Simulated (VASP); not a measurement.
# PbS in VASP: a series of runs, part 3 of 3

VASP 6.6.1. Earlier steps stand in the parts before.

### Step 5. Electric field gradients, LDA (equal xy, yz and zx shear strains of -3 %)

INCAR

```
SYSTEM = PbS
  PREC = Accurate
  ENCUT = 520
  EDIFF = 1E-8
  ISMEAR = -1
  SIGMA = 0.01
  LREAL = .False.
  LASPH = .True.
  NELM = 80
  ALGO = Normal
  ISIF = 2
  LWAVE = .False.
  LCHARG = .False.
  GGA = CA
  LEFG = .True.
  NBANDS = 17
```

KPOINTS

```
Automatic mesh
0
Gamma
  8 8 8
  0 0 0
```

POSCAR

```
PbS
1.0
   -0.0889500000      2.9205250000      2.9205250000
    2.9205250000     -0.0889500000      2.9205250000
    2.9205250000      2.9205250000     -0.0889500000
Pb S
1 1
Direct
    0.0000000000      0.0000000000      0.0000000000
    0.5000000000      0.5000000000      0.5000000000
```

Potentials or basis: VASP PAW LDA potentials, release 64 (Pb_d, S).

Command:

```console
cat potpaw_LDA.64/Pb_d/POTCAR potpaw_LDA.64/S/POTCAR > POTCAR
mpirun -np 1 vasp_std > vasp.out
```

OUTCAR:

```text
SYSTEM = PbS
   PREC = Accurate
   ENCUT = 520
   EDIFF = 1E-8
   ISMEAR = -1
   LREAL = .False.
   LASPH = .True.
   NELM = 80
   ISIF = 2
   GGA = CA

 ion  position               nearest neighbor table
   1  0.000  0.000  0.000-   2 2.97   2 2.97   2 2.97   2 2.97   2 2.97   2 2.97
   2  0.500  0.500  0.500-   1 2.97   1 2.97   1 2.97   1 2.97   1 2.97   1 2.97

  LATTYP: Found a trigonal (rhomboedric) cell.
 ALAT       =     4.1312037778
 COS(alpha) =     0.4693254694

  Lattice vectors:

 A1 = (  -0.0889500000,   2.9205250000,   2.9205250000)
 A2 = (   2.9205250000,  -0.0889500000,   2.9205250000)
 A3 = (   2.9205250000,   2.9205250000,  -0.0889500000)

Analysis of symmetry for initial positions (statically):
=====================================================================
 Subroutine PRICEL returns:
 Original cell was already a primitive cell.

 Routine SETGRP: Setting up the symmetry group for a
[... 670 lines left out ...]
      direct lattice vectors                 reciprocal lattice vectors
    -0.088950000  2.920525000  2.920525000    -0.163572730  0.168711140  0.168711140
     2.920525000 -0.088950000  2.920525000     0.168711140 -0.163572730  0.168711140
     2.920525000  2.920525000 -0.088950000     0.168711140  0.168711140 -0.163572730

 POSITION                                       TOTAL-FORCE (eV/Angst)
 -----------------------------------------------------------------------------------
      0.00000      0.00000      0.00000        -0.000000      0.000000     -0.000000
      2.87605      2.87605      2.87605         0.000000     -0.000000      0.000000
 -----------------------------------------------------------------------------------
    total drift:                                0.000000     -0.000000     -0.000000

  FREE ENERGIE OF THE ION-ELECTRON SYSTEM (eV)
  ---------------------------------------------------
  free  energy   TOTEN  =        -9.9746559079 eV

  energy  without entropy=       -9.9745812470  energy(sigma->0) =       -9.97461858

 Electric field gradients (V/A^2)
---------------------------------------------------------------------
 ion       V_xx      V_yy      V_zz      V_xy      V_xz      V_yz
---------------------------------------------------------------------
   1      -0.000    -0.000    -0.000     1.371     1.371     1.371
   2      -0.000     0.000    -0.000    -4.676    -4.676    -4.676
---------------------------------------------------------------------

 Electric field gradients after diagonalization (V/A^2)
 (convention: |V_zz| > |V_xx| > |V_yy|)
----------------------------------------------------------------------
 ion       V_xx      V_yy      V_zz     asymmetry (V_yy - V_xx)/ V_zz
----------------------------------------------------------------------
   1      -1.371    -1.371     2.742       0.000
   2       4.676     4.676    -9.353       0.000
----------------------------------------------------------------------

           NMR quadrupolar parameters

 Cq : quadrupolar parameter    Cq=e*Q*V_zz/h
 eta: asymmetry parameters     (V_yy - V_xx)/ V_zz
 Q  : nuclear electric quadrupole moment in mb (millibarn)
----------------------------------------------------------------------
 ion       Cq(MHz)       eta       Q (mb)
----------------------------------------------------------------------
   1       0.007       0.000       1.000
   2      -0.023       0.000       1.000
----------------------------------------------------------------------
```

stdout:

```text
POSCAR found type information on POSCAR PbS
 POSCAR found :  2 types and       2 ions
 scaLAPACK will be used
 LDA part: xc-table for (Slater(with rela. corr.)+CA(PZ))
 , standard interpolation
 POSCAR, INCAR and KPOINTS ok, starting setup
 FFT: planning ... GRIDC
 FFT: planning ... GRID_SOFT
 FFT: planning ... GRID
 WAVECAR not read
 entering main loop
ion   1

ion   2
```

Run time: 35 s. Hardware: 1 thread of Intel Xeon Platinum 8488C (Sapphire Rapids), shared host; peak memory 0.18 GiB.

Results:

* Free energy: -9.9747 eV
* Pressure: -2.6 GPa
* Band gap on the k mesh: zero (band 10 reaches 5.67 eV, above the bottom of band 11 at 5.59 eV)

Stress tensor (GPa, compression positive):
```
-2.55  0.56  0.56
 0.56 -2.55  0.56
 0.56  0.56 -2.55
```

Levels at points of the mesh, in eV from the Fermi level:
```tsv
k point	band 8	band 9	band 10	band 11	band 12	band 13
(0.00, 0.00, 0.00)	-2.34	-2.34	-2.01	4.99	5.03	5.03
(0.50, 0.00, 0.00)	-1.84	-1.73	-0.01	0.19	1.76	1.99
(0.50, 0.50, 0.00)	-5.33	-3.68	-3.38	3.67	5.17	5.49
(0.50, 0.50, 0.50)	-1.93	-1.93	-0.25	-0.09	1.51	1.51
```

Electric field gradients, principal values (V/Å²):
| atom | least | middle | greatest (by size) |
| --- | --- | --- | --- |
| 1 Pb | -1.371 | -1.371 | 2.742 |
| 2 S | 4.676 | 4.676 | -9.353 |

Caveat: the cell differs from its parent crystal (equal xy, yz and zx shear strains of -3 %); without QUAD_EFG the Cq values of the log hold for a quadrupole moment of 1 mb, not for the nuclei; spin-orbit coupling is left out, which moves the levels of the heavy elements.

### Step 6. Electric field gradients, LDA (equal xy, yz and zx shear strains of -1 %)

INCAR

```
SYSTEM = PbS
PREC = Accurate
ENCUT = 520
EDIFF = 1E-8
ISMEAR = -1
SIGMA = 0.01
LREAL = .False.
LASPH = .True.
NELM = 80
ALGO = Normal
ISIF = 2
LWAVE = .False.
LCHARG = .False.
GGA = CA
LEFG = .True.
NBANDS = 17
```

KPOINTS is that of step 5.

POSCAR

```
PbS
1.0
   -0.0296500000      2.9501750000      2.9501750000
    2.9501750000     -0.0296500000      2.9501750000
    2.9501750000      2.9501750000     -0.0296500000
Pb S
1 1
Direct
    0.0000000000      0.0000000000      0.0000000000
    0.5000000000      0.5000000000      0.5000000000
```

Potentials or basis: VASP PAW LDA potentials, release 64 (Pb_d, S).

Command:

```console
cat potpaw_LDA.64/Pb_d/POTCAR potpaw_LDA.64/S/POTCAR > POTCAR
mpirun -np 1 vasp_std > vasp.out
```

OUTCAR:

```text
SYSTEM = PbS
   PREC = Accurate
   ENCUT = 520
   EDIFF = 1E-8
   ISMEAR = -1
   LREAL = .False.
   LASPH = .True.
   NELM = 80
   ISIF = 2
   GGA = CA

 ion  position               nearest neighbor table
   1  0.000  0.000  0.000-   2 2.97   2 2.97   2 2.97   2 2.97   2 2.97   2 2.97
   2  0.500  0.500  0.500-   1 2.97   1 2.97   1 2.97   1 2.97   1 2.97   1 2.97

  LATTYP: Found a trigonal (rhomboedric) cell.
 ALAT       =     4.1722828504
 COS(alpha) =     0.4899250057

  Lattice vectors:

 A1 = (  -0.0296500000,   2.9501750000,   2.9501750000)
 A2 = (   2.9501750000,  -0.0296500000,   2.9501750000)
 A3 = (   2.9501750000,   2.9501750000,  -0.0296500000)

Analysis of symmetry for initial positions (statically):
=====================================================================
 Subroutine PRICEL returns:
 Original cell was already a primitive cell.

 Routine SETGRP: Setting up the symmetry group for a
 trigonal (rhombohedral) supercell.

 Subroutine GETGRP returns: Found 12 space group operations
 (whereof 12 operations were pure point group operations)
 out of a pool of 12 trial point group operations.

The static configuration has the point symmetry D_3d.

Analysis of symmetry for dynamics (positions and initial velocities):
=====================================================================
 Subroutine PRICEL returns:
 Original cell was already a primitive cell.

 Routine SETGRP: Setting up the symmetry group for a
 trigonal (rhombohedral) supercell.

 Subroutine GETGRP returns: Found 12 space group operations
 (whereof 12 operations were pure point group operations)
[... 160 lines left out ...]
      3     -11.1708      2.00000
      4     -11.1598      2.00000
      5     -11.1598      2.00000
      6      -7.9706      2.00000
[... 457 lines left out ...]
      4     -11.1435      2.00000
      5     -11.1355      2.00000
      6      -7.1777      2.00000
[... 9 lines left out ...]
     16      15.2340      0.00000
     17      16.3386      0.00000

 [... further k-points ...]

------------------------ aborting loop because EDIFF is reached ----------------------------------------

  FORCE on cell =-STRESS in cart. coord.  units (eV):
  Direction    XX          YY          ZZ          XY          YZ          ZX
  --------------------------------------------------------------------------------------
  -------------------------------------------------------------------------------------
  Total       -0.8122902     -0.8122902     -0.8122902      0.0675689      0.0675689      0.0675689
  in kB      -24.9660818    -24.9660818    -24.9660818      2.0767590      2.0767590      2.0767590
  external PRESSURE =     -24.9660818 kB  Pullay stress =       0.0000000 kB

 VOLUME and BASIS-vectors are now :
 -----------------------------------------------------------------------------
  energy-cutoff  :      520.00
  volume of cell :       52.13
      direct lattice vectors                 reciprocal lattice vectors
    -0.029650000  2.950175000  2.950175000    -0.166947639  0.168642539  0.168642539
     2.950175000 -0.029650000  2.950175000     0.168642539 -0.166947639  0.168642539
     2.950175000  2.950175000 -0.029650000     0.168642539  0.168642539 -0.166947639

 POSITION                                       TOTAL-FORCE (eV/Angst)
 -----------------------------------------------------------------------------------
      0.00000      0.00000      0.00000        -0.000000     -0.000000      0.000000
      2.93535      2.93535      2.93535         0.000000      0.000000     -0.000000
 -----------------------------------------------------------------------------------
    total drift:                                0.000000     -0.000000     -0.000000

  FREE ENERGIE OF THE ION-ELECTRON SYSTEM (eV)
  ---------------------------------------------------
  free  energy   TOTEN  =        -9.9817810499 eV

  energy  without entropy=       -9.9817770846  energy(sigma->0) =       -9.98177907

 Electric field gradients (V/A^2)
---------------------------------------------------------------------
 ion       V_xx      V_yy      V_zz      V_xy      V_xz      V_yz
---------------------------------------------------------------------
   1      -0.000     0.000    -0.000     1.162     1.162     1.162
   2      -0.000     0.000    -0.000    -1.483    -1.483    -1.483
---------------------------------------------------------------------

 Electric field gradients after diagonalization (V/A^2)
 (convention: |V_zz| > |V_xx| > |V_yy|)
----------------------------------------------------------------------
 ion       V_xx      V_yy      V_zz     asymmetry (V_yy - V_xx)/ V_zz
----------------------------------------------------------------------
   1      -1.162    -1.162     2.325       0.000
   2       1.483     1.483    -2.966       0.000
----------------------------------------------------------------------

           NMR quadrupolar parameters

 Cq : quadrupolar parameter    Cq=e*Q*V_zz/h
 eta: asymmetry parameters     (V_yy - V_xx)/ V_zz
 Q  : nuclear electric quadrupole moment in mb (millibarn)
----------------------------------------------------------------------
 ion       Cq(MHz)       eta       Q (mb)
----------------------------------------------------------------------
   1       0.006       0.000       1.000
   2      -0.007       0.000       1.000
----------------------------------------------------------------------
```

stdout:

```text
POSCAR found type information on POSCAR PbS
 POSCAR found :  2 types and       2 ions
 scaLAPACK will be used
 LDA part: xc-table for (Slater(with rela. corr.)+CA(PZ))
 , standard interpolation
 POSCAR, INCAR and KPOINTS ok, starting setup
 FFT: planning ... GRIDC
 FFT: planning ... GRID_SOFT
 FFT: planning ... GRID
 WAVECAR not read
 entering main loop
ion   1

ion   2
```

It took 37 s on 1 thread of Intel Xeon Platinum 8488C (Sapphire Rapids), shared host; peak memory 0.18 GiB.

What came out:

```yaml
Free_energy: -9.9818 eV
Pressure: -2.5 GPa
Band_gap_on_the_k_mesh: 0.11 eV, indirect (least direct gap 0.19 eV)
```

Electric field gradients, principal values (V/Å²):
| atom | least | middle | greatest (by size) |
| --- | --- | --- | --- |
| 1 Pb | -1.162 | -1.162 | 2.325 |
| 2 S | 1.483 | 1.483 | -2.966 |

Caveat: the cell differs from its parent crystal (equal xy, yz and zx shear strains of -1 %); without QUAD_EFG the Cq values of the log hold for a quadrupole moment of 1 mb, not for the nuclei; spin-orbit coupling is left out, which moves the levels of the heavy elements. A k mesh can miss the band edges.

### Step 7. Summary

| cell | gap on the mesh (eV) | pressure (GPa) |
| --- | --- | --- |
| a = 4.214, b = 4.214, c = 4.193 Å, angles 60.2, 60.2, 59.7°, 2 atoms | 0.24 | -3.0 |
| a = 4.257, b = 4.257, c = 4.193 Å, angles 60.5, 60.5, 59.0°, 2 atoms | 0.28 | -3.9 |
| a = 4.131 Å, angles 62.0°, 2 atoms | none | -2.6 |
| a = 4.172 Å, angles 60.7°, 2 atoms | 0.11 | -2.5 |

Alike in all rows: task electric field gradients; level LDA; potentials or basis VASP PAW LDA potentials, release 64 (Pb_d, S); no spin polarisation; k mesh 8 × 8 × 8; cutoff (eV) 520; smearing fermi-dirac 0.01 eV.

Caveats: spin-orbit coupling is left out, which moves the levels of the heavy elements.

Absolute energies hang on the potentials; compare differences alone.
